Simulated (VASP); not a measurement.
# Te (P6_3/mmc) in VASP: single point with r2SCAN

Aim: the single point of Te with r2SCAN.

Program: VASP 6.6.1. These are calculated values, not measurements. Logs are shortened: lines on timing, memory, paths and dates and some standing lists are left out, and cuts for length are marked.

## 1. The cell of the first run

The structure is hexagonal, space group P6_3/mmc (No. 194). Conventional cell: a = 4.191 Å, b = 4.191 Å, c = 8.380 Å, α = 90.00°, β = 90.00°, γ = 120.00°. Te (site symmetry -3m) has 14 Te at 3.20 to 4.19 Å within 4.2 Å. Within 4.2 Å of Te (site symmetry -6m2) lie 12 Te at 3.20 to 4.19 Å.

This isn't the form of Te at room conditions, which is trigonal, of chains.

## 2. Single point, r2SCAN

POSCAR reads:

```
Te
1.0
    4.1913420292      0.0000000000      0.0000000000
   -2.0956710146      3.6298086732      0.0000000000
    0.0000000000      0.0000000000      8.3801794378
Te
4
Direct
    0.0000000000      0.0000000000      0.0000000000
    0.0000000000      0.0000000000      0.5000000000
    0.3333333333      0.6666666667      0.7500000000
    0.6666666667      0.3333333333      0.2500000000
```

INCAR.step1 reads:

```
SYSTEM = Te
ALGO     = Normal         ! electronic algorithm
EDIFF    = 1E-4           ! SCF threshold, eV
ENCUT    = 520            ! plane-wave cutoff, eV
GGA      = PE             ! functional
ISMEAR   = 0              ! smearing method
LASPH    = .True.         ! aspherical terms in the spheres
LCHARG   = .False.        ! write CHGCAR
LREAL    = .False.        ! projectors in reciprocal space
LWAVE    = .True.         ! write WAVECAR
NBANDS   = 20             ! bands
NELM     = 60             ! most SCF steps
PREC     = Accurate       ! precision mode
SIGMA    = 0.1            ! smearing width, eV
```

INCAR.step2 reads:

```
SYSTEM = Te
ALGO     = Normal         ! electronic algorithm
EDIFF    = 1E-6           ! SCF threshold, eV
ENCUT    = 520            ! plane-wave cutoff, eV
ISIF     = 2              ! what is computed and relaxed
ISMEAR   = 0              ! smearing method
ISTART   = 1            
LASPH    = .True.         ! aspherical terms in the spheres
LCHARG   = .False.        ! write CHGCAR
LMIXTAU  = .True.       
LREAL    = .False.        ! projectors in reciprocal space
LWAVE    = .False.        ! write WAVECAR
METAGGA  = R2SCAN         ! meta-GGA
NBANDS   = 20             ! bands
NELM     = 60             ! most SCF steps
PREC     = Accurate       ! precision mode
SIGMA    = 0.1            ! smearing width, eV
```

KPOINTS reads:

```
k-points
0
Gamma
  12 12 6
  0 0 0
```

Potentials or basis: VASP PAW PBE potentials, release 64 (Te).

Run with:

```console
cat potpaw_PBE.64/Te/POTCAR > POTCAR
cp INCAR.step1 INCAR
mpirun -np 1 vasp_std > vasp.out
cp INCAR.step2 INCAR
mpirun -np 1 vasp_std > vasp.out
```

OUTCAR:

```text
SYSTEM = Te
   EDIFF = 1E-6
   ENCUT = 520
   ISIF = 2
   ISMEAR = 0
   ISTART = 1
   LASPH = .True.
   LREAL = .False.
   METAGGA = R2SCAN
   NELM = 60
   PREC = Accurate

 ion  position               nearest neighbor table
   1  0.000  0.000  0.000-   3 3.20   4 3.20   3 3.20   4 3.20   4 3.20   3 3.20
   2  0.000  0.000  0.500-   3 3.20   4 3.20   3 3.20   4 3.20   4 3.20   3 3.20
   3  0.333  0.667  0.750-   1 3.20   2 3.20   1 3.20   2 3.20   1 3.20   2 3.20
   4  0.667  0.333  0.250-   1 3.20   2 3.20   1 3.20   2 3.20   1 3.20   2 3.20

  LATTYP: Found a hexagonal cell.
 ALAT       =     4.1913420292
 C/A-ratio  =     1.9994024299

  Lattice vectors:

 A1 = (   4.1913420292,   0.0000000000,   0.0000000000)
 A2 = (  -2.0956710146,   3.6298086732,   0.0000000000)
 A3 = (   0.0000000000,   0.0000000000,   8.3801794378)

Analysis of symmetry for initial positions (statically):
=====================================================================
 Subroutine PRICEL returns:
 Original cell was already a primitive cell.

 Routine SETGRP: Setting up the symmetry group for a
 hexagonal supercell.

 Subroutine GETGRP returns: Found 24 space group operations
 (whereof 12 operations were pure point group operations)
 out of a pool of 24 trial point group operations.

The static configuration has the point symmetry D_3d.
 The point group associated with its full space group is D_6h.

Analysis of symmetry for dynamics (positions and initial velocities):
=====================================================================
 Subroutine PRICEL returns:
 Original cell was already a primitive cell.

 Routine SETGRP: Setting up the symmetry group for a
 hexagonal supercell.

 Subroutine GETGRP returns: Found 24 space group operations
 (whereof 12 operations were pure point group operations)
 out of a pool of 24 trial point group operations.

The dynamic configuration has the point symmetry D_3d.
 The point group associated with its full space group is D_6h.

 Subroutine INISYM returns: Found 24 space group operations
 (whereof 12 operations are pure point group operations),
 and found     1 'primitive' translations

----------------------------------------------------------------------------------------

                                     Primitive cell

  volume of cell :     127.4941

  direct lattice vectors                    reciprocal lattice vectors
     4.191342029  0.000000000  0.000000000     0.238587067  0.137748307  0.000000000
    -2.095671015  3.629808673  0.000000000     0.000000000  0.275496614  0.000000000
     0.000000000  0.000000000  8.380179438     0.000000000  0.000000000  0.119329187

  length of vectors
     4.191342029  4.191342029  8.380179438     0.275496614  0.275496614  0.119329187

  position of ions in fractional coordinates (direct lattice)
     0.000000000  0.000000000  0.000000000
     0.000000000  0.000000000  0.500000000
     0.333333333  0.666666667  0.750000000
     0.666666667  0.333333333  0.250000000

  ion indices of the primitive-cell ions
   primitive index   ion index
                 1           1
                 2           2
                 3           3
                 4           4

----------------------------------------------------------------------------------------

 KPOINTS: k-points

Automatic generation of k-mesh.
 Grid dimensions read from file:
 generate k-points for:   12   12    6

 Generating k-lattice:

  Cartesian coordinates                     Fractional coordinates (reciprocal lattice)
     0.019882256  0.011479026  0.000000000     0.083333333 -0.000000000  0.000000000
     0.000000000  0.022958051  0.000000000     0.000000000  0.083333333  0.000000000
     0.000000000  0.000000000  0.019888198     0.000000000  0.000000000  0.166666667

  Length of vectors
     0.022958051  0.022958051  0.019888198

  Shift w.r.t. Gamma in fractional coordinates (k-lattice)
     0.000000000  0.000000000  0.000000000

 Subroutine IBZKPT returns following result:
 ===========================================

 Found     76 irreducible k-points:

 Following reciprocal coordinates:
            Coordinates               Weight
  0.000000  0.000000  0.000000      1.000000
  0.083333  0.000000  0.000000      6.000000
  0.166667  0.000000  0.000000      6.000000
  0.250000  0.000000  0.000000      6.000000
  0.333333  0.000000  0.000000      6.000000
  0.416667  0.000000  0.000000      6.000000
[... 16 lines left out ...]
  0.250000  0.000000  0.166667     12.000000
  0.333333  0.000000  0.166667     12.000000
 [... further k-points ...]
   k-points           NKPTS =     76   k-points in BZ     NKDIM =     76   number of bands    NBANDS=     20
   number of dos      NEDOS =    301   number of ions     NIONS =      4
   total plane-waves  NPLWV =  65536
   dimension x,y,z NGX =    32 NGY =   32 NGZ =   64
   dimension x,y,z NGXF=    64 NGYF=   64 NGZF=  128
   ions per type =               4
   NGX,Y,Z   is equivalent  to a cutoff of  12.69, 12.69, 12.70 a.u.
   NGXF,Y,Z  is equivalent  to a cutoff of  25.39, 25.39, 25.39 a.u.
 SYSTEM =  Te
   PREC   = accura    normal or accurate (medium, high low for compatibility)
   ISTART =      1    job   : 0-new  1-cont  2-samecut
   ICHARG =      0    charge: 1-file 2-atom 10-const
   ISPIN  =      1    spin polarized calculation?
   LNONCOLLINEAR =      F non collinear calculations
   LSORBIT =      F    spin-orbit coupling
   LASPH  =      T    aspherical Exc in radial PAW
   ENCUT  =  520.0 eV  38.22 Ry    6.18 a.u.   7.79  7.79 15.58*2*pi/ulx,y,z
   NELM   =     60;   NELMIN=  2; NELMDL=  0     # of ELM steps
   EDIFF  = 0.1E-05   stopping-criterion for ELM
   LREAL  =      F    real-space projection
   EDIFFG = 0.1E-04   stopping-criterion for IOM
   NSW    =      0    number of steps for IOM
   IBRION =     -1    ionic relax: 0-MD 1-quasi-New 2-CG
   NFREE  =      0    steps in history (QN), initial steepest desc. (CG)
   ISIF   =      2    stress and relaxation
   ISYM   =      2    0-nonsym 1-usesym 2-fastsym
   POTIM  = 0.5000    time-step for ionic-motion
   TEBEG  =    0.0;   TEEND  =   0.0 temperature during run
   PSTRESS=    0.0 pullay stress
   NELECT =      24.0000    total number of electrons
   NUPDOWN=      -1.0000    fix difference up-down
   EMIN   =  10.00;   EMAX   =-10.00  energy-range for DOS
   EFERMI =   0.00;   METHOD = LEGACY
   ISMEAR =     0;   SIGMA  =   0.10  broadening in eV -4-tet -1-fermi 0-gaus
   EFERMI_NEDOS =   21; number of points for ismear=-14 and -15
   IALGO  =     38    algorithm
   IMIX   =      4    mixing-type and parameters
     AMIX     =   0.40;   BMIX     =  1.00
     AMIX_MAG =   1.60;   BMIX_MAG =  1.00
  volume/ion in A,a.u.               =      31.87       215.09
  Fermi-wavevector in a.u.,A,eV,Ry     =   0.938243  1.773022 11.977200  0.880299
  Thomas-Fermi vector in A             =   2.065435
   LORBIT       =      0    0 simple, 1 ext, 2 COOP (PROOUT), +10 PAW based schemes
   METAGGA = R2SCAN    functional components
   LHFCALC =     F    Hartree Fock is set to
   AEXX    =    0.0000 exact exchange contribution
   IVDW    =     0    specifies the selected vdW correction
   LEPSILON=     F    determine dielectric tensor
   LRPA    =     F    only Hartree local field effects (RPA)
 non-spin polarized calculation
 Gauss-broadening in eV      SIGMA  =   0.10
  energy-cutoff  :      520.00
  volume of cell :      127.49
 maximum number of plane-waves:      3475
 NGX is ok and might be reduce to    32
   NGX = 15   NGY = 15   NGZ = 31

 number of electron      23.9999999 magnetization

 Free energy of the ion-electron system (eV)
  ---------------------------------------------------
  ext. energy  EPLUGINS =         0.00000000
  ---------------------------------------------------
  free energy    TOTEN  =      -100.96443705 eV

  energy without entropy =     -100.95164718  energy(sigma->0) =     -100.95804212

 E-fermi :   6.5318     XC(G=0):  -9.8787

 val. band max:        6.5249054033   @ k =   0.0833   0.0833   0.1667
 cond. band min:       6.5408674861   @ k =   0.0833   0.0833   0.3333
 fundamental gap:      0.0159620827
 Fermi energy:         6.5317989050

 k-point     1 :       0.0000    0.0000    0.0000
  band No.  band energies     occupation
      1      -7.7116      2.00000
      2      -5.8142      2.00000
      3      -5.7141      2.00000
      4      -2.0699      2.00000
      5       2.1991      2.00000
      6       4.0747      2.00000
[... 12 lines left out ...]
     19      12.4735      0.00000
     20      12.8587      0.00000

 k-point     2 :       0.0833    0.0000    0.0000
  band No.  band energies     occupation
      1      -7.6460      2.00000
      2      -5.7679      2.00000
      3      -5.6653      2.00000
      4      -2.1773      2.00000
      5       2.2636      2.00000
      6       3.8516      2.00000
[... 12 lines left out ...]
     19      12.6789      0.00000
     20      13.0489      0.00000

 k-point     3 :       0.1667    0.0000    0.0000
  band No.  band energies     occupation
      1      -7.4514      2.00000
      2      -5.6366      2.00000
      3      -5.5251      2.00000
      4      -2.4903      2.00000
      5       2.4371      2.00000
      6       2.9829      2.00000
[... 12 lines left out ...]
     19      13.2536      0.00000
     20      13.3260      0.00000

 k-point     4 :       0.2500    0.0000    0.0000
  band No.  band energies     occupation
      1      -7.1361      2.00000
      2      -5.4479      2.00000
      3      -5.3151      2.00000
      4      -2.9700      2.00000
      5       2.0197      2.00000
      6       2.3683      2.00000
[... 12 lines left out ...]
     19      12.7615      0.00000
     20      13.7686      0.00000

 k-point     5 :       0.3333    0.0000    0.0000
  band No.  band energies     occupation
      1      -6.7196      2.00000
      2      -5.2644      2.00000
      3      -5.0772      2.00000
      4      -3.5265      2.00000
      5       1.2151      2.00000
      6       1.6484      2.00000
[... 12 lines left out ...]
     19      13.7718      0.00000
     20      14.0924      0.00000
[... 353 lines left out ...]
      6       3.8727      2.00000
[... 12 lines left out ...]
     19      12.7169      0.00000
     20      13.1574      0.00000

 k-point    22 :       0.1667    0.0000    0.1667
  band No.  band energies     occupation
      1      -7.3971      2.00000
      2      -6.1335      2.00000
      3      -4.9602      2.00000
      4      -2.6437      2.00000
      5       2.3326      2.00000
      6       2.9314      2.00000
[... 12 lines left out ...]
     19      12.9300      0.00000
     20      13.1513      0.00000

 k-point    23 :       0.2500    0.0000    0.1667
  band No.  band energies     occupation
      1      -7.0840      2.00000
      2      -5.8906      2.00000
      3      -4.8263      2.00000
      4      -3.0608      2.00000
      5       1.8115      2.00000
      6       2.5896      2.00000
[... 12 lines left out ...]
     19      12.6252      0.00000
     20      13.8520      0.00000

 k-point    24 :       0.3333    0.0000    0.1667
  band No.  band energies     occupation
      1      -6.6714      2.00000
      2      -5.6062      2.00000
      3      -4.7224      2.00000
      4      -3.5736      2.00000
      5       1.1320      2.00000
      6       1.9199      2.00000
[... 12 lines left out ...]
     19      13.8525      0.00000
     20      14.2614      0.00000

 [... further k-points ...]

------------------------ aborting loop because EDIFF is reached ----------------------------------------

  FORCE on cell =-STRESS in cart. coord.  units (eV):
  Direction    XX          YY          ZZ          XY          YZ          ZX
  --------------------------------------------------------------------------------------
  -------------------------------------------------------------------------------------
  Total       -0.0082332     -0.0082332     -0.0330684      0.0000000      0.0000000     -0.0000000
  in kB       -0.1034635     -0.1034635     -0.4155602      0.0000000      0.0000000     -0.0000000
  external PRESSURE =      -0.2074957 kB  Pullay stress =       0.0000000 kB

 VOLUME and BASIS-vectors are now :
 -----------------------------------------------------------------------------
  energy-cutoff  :      520.00
  volume of cell :      127.49
      direct lattice vectors                 reciprocal lattice vectors
     4.191342029  0.000000000  0.000000000     0.238587067  0.137748307  0.000000000
    -2.095671015  3.629808673  0.000000000     0.000000000  0.275496614  0.000000000
     0.000000000  0.000000000  8.380179438     0.000000000  0.000000000  0.119329187

 POSITION                                       TOTAL-FORCE (eV/Angst)
 -----------------------------------------------------------------------------------
      0.00000      0.00000      0.00000         0.000000      0.000000      0.000000
      0.00000      0.00000      4.19009         0.000000      0.000000      0.000000
     -0.00000      2.41987      6.28513        -0.000000     -0.000000     -0.000000
      2.09567      1.20994      2.09504        -0.000000      0.000000      0.000000
 -----------------------------------------------------------------------------------
    total drift:                               -0.000000      0.000000     -0.000000

  FREE ENERGIE OF THE ION-ELECTRON SYSTEM (eV)
  ---------------------------------------------------
  free  energy   TOTEN  =      -100.9644370485 eV

  energy  without entropy=     -100.9516471841  energy(sigma->0) =     -100.95804212
```

It took 8.9 min on 1 thread of Intel Xeon Platinum 8375C at 2.90GHz (Ice Lake), shared host; peak memory 0.35 GiB.

Results:

```yaml
Free_energy: -100.9644 eV
Pressure: 0.0 GPa
Band_gap_on_the_k_mesh: zero (bands 12 and 13 overlap by 2.25 eV)
```

Levels at points of the mesh, in eV from the Fermi level:
```
           k point  band 8  band 9  band 10  band 11  band 12  band 13  band 14  band 15  band 16  band 17
(0.00, 0.00, 0.00)   -1.23   -1.23    -0.97    -0.84    -0.84    -0.51     0.93     0.93     2.69     3.66
(0.50, 0.00, 0.00)   -2.32   -2.08    -1.85    -1.77    -1.73    -1.70     1.97     2.32     3.10     3.31
(0.00, 0.00, 0.50)   -2.07   -2.07    -2.07     0.23     0.23     0.23     0.23     1.38     1.38     5.10
(0.50, 0.00, 0.50)   -4.35   -3.34    -3.34     0.44     0.44     0.64     0.64     1.14     1.14     4.99
```

Caveat: the PAW data sets were made with another functional, which shifts forces and pressure a little; spin-orbit coupling is left out, which moves the levels of the heavy elements.
